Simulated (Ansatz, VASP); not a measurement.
Two plane-wave programs on Nb2WSe5

```
CELL_PARAMETERS angstrom
3.45000 0.00000 0.00000
-1.72500 2.98779 0.00000
0.00000 0.00000 16.80000
ATOMIC_POSITIONS crystal
Nb 0.00000 0.00000 0.60000
Nb 0.66667 0.33333 0.40000
W 0.00000 0.00000 0.00000
Se 0.33333 0.66667 0.90000
Se 0.33333 0.66667 0.10000
Se 0.33333 0.66667 0.50000
Se 0.66667 0.33333 0.70000
Se 0.00000 0.00000 0.30000
```

Alike in both runs: task relaxation of cell and atoms; functional PBE; k mesh 4 × 4 × 1; occupations gaussian, width 0.15 eV; no spin polarisation.

|  | VASP | Ansatz |
| --- | --- | --- |
| version | VASP 6.6.1 | Ansatz 0.2.0 |
| potentials or method | VASP PAW PBE potentials, release 64 (Nb_sv, W_sv, Se), cutoff 600 eV | scalar-relativistic, plane waves, PAW |
| valence electrons in the cell | 70 | 120 |

Ansatz gave:

```
gap on the k mesh at the Fermi level, each at its own relaxed structure (eV) : none
relaxed volume (Å³/atom)                                                     : 22.72
relaxed length of the cell vector where the two differ most in proportion (Å)              : 18.788
```

Question: Estimate VASP's values.

Answer: gap on the k mesh at the Fermi level, each at its own relaxed structure (eV): none; relaxed volume (Å³/atom): 21.99; relaxed length of the cell vector where the two differ most in proportion (Å): 18.175.

A gap of «none» marks a metal or a gap that the smearing closes. VASP's potentials hold 70 valence electrons a cell and Ansatz's 120, so a difference there can come from the potentials and not from the codes.

The k mesh is coarse, so the values compare programs but aren't converged. Neither program's run includes spin-orbit coupling.
